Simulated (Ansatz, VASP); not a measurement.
One calculation of FeO, two programs

Contents of POSCAR:

```
FeO
1.0
    0.0000000000      2.3818830800      2.3818830800
    2.3818830800      0.0000000000      2.3818830800
    2.3818830800      2.3818830800      0.0000000000
Fe O
1 1
Direct
    0.0000000000      0.0000000000      0.0000000000
    0.2500000000      0.2500000000      0.2500000000
```

INCAR.step1

```
SYSTEM = FeO
PREC = Accurate
ENCUT = 520
EDIFF = 1E-5
ISMEAR = -1
SIGMA = 0.05
LREAL = .FALSE.
LASPH = .TRUE.
NELM = 150
ALGO = Normal
ISIF = 2
LWAVE = .TRUE.
ISPIN = 2
MAGMOM = 3 0
LORBIT = 11
LMAXMIX = 4
GGA = PE
NBANDS = 18
```

The input INCAR.step2:

```
SYSTEM = FeO
PREC = Accurate
ENCUT = 520
EDIFF = 1E-6
ISMEAR = -1
SIGMA = 0.05
LREAL = .FALSE.
LASPH = .TRUE.
NELM = 150
ALGO = Normal
ISIF = 2
LWAVE = .FALSE.
LCHARG = .TRUE.
ISPIN = 2
MAGMOM = 3 0
LORBIT = 11
LMAXMIX = 4
GGA = PS
LHFCALC = .TRUE.
AEXX = 0.25
PRECFOCK = Normal
LELF = .TRUE.
LVHAR = .TRUE.
ISTART = 1
NBANDS = 18
```

File KPOINTS:

```
regular mesh
0
G
  5 5 5
  0 0 0
```

Contents of input:

```
crystal:
  lattice:
    - [0.0, 2.38188308, 2.38188308]
    - [2.38188308, 0.0, 2.38188308]
    - [2.38188308, 2.38188308, 0.0]
  atoms:
    - { symbol: Fe, position: [0.0, 0.0, 0.0], spin: 3.0 }
    - { symbol: O, position: [0.25, 0.25, 0.25] }
hamiltonian:
  xc: { exchange: pbesol, correlation: pbesol, exx: { coeff: 0.25 } }
  pseudopotentials: { kind: paw }
magnetization:
  spin_polarized: true
kpoints:
  mp_grid: { grid: [5, 5, 5] }
scf:
  occupations: { method: fermi_dirac, width: 0.05 }
output:
  forces: true
  stress: true
  eigenvalues: true
```

Alike in both runs: task single point; functional PBEsol-based global hybrid; k mesh 5 × 5 × 5; occupations fermi-dirac, width 0.05 eV; collinear spin.

|  | VASP | Ansatz |
| --- | --- | --- |
| version | VASP 6.6.1 | Ansatz 0.2.0 |
| potentials or method | VASP PAW PBE potentials, release 64 (Fe, O) | Ansatz PAW |
| plane-wave cutoff (eV) | 520 | 420 |
| valence electrons in the cell | 14 | 22 |

```csv
,VASP,Ansatz,Ansatz less VASP
gap on the k mesh at the Fermi level (eV),none,none,-
pressure (GPa),-20.1,-20.5,-0.47
net moment per atom (μB),2.01,2.01,0.000
size of the moment on the site where the two differ most (μB),3.78,3.62,-0.162
```

VASP's potentials were made for PBE, not for PBEsol-based global hybrid. Site moments also hang on the region over which each program counts them. A gap of «none» marks a metal or a gap that the smearing closes. With one functional, cell and mesh, what is left measures potentials, basis and numerics. VASP's potentials hold 14 valence electrons a cell and Ansatz's 22, so a difference there can come from the potentials and not from the codes.

The k mesh is coarse, so the values compare programs but aren't converged. Noted on Ansatz's run: the magnetic or orbital state may not be the lowest.
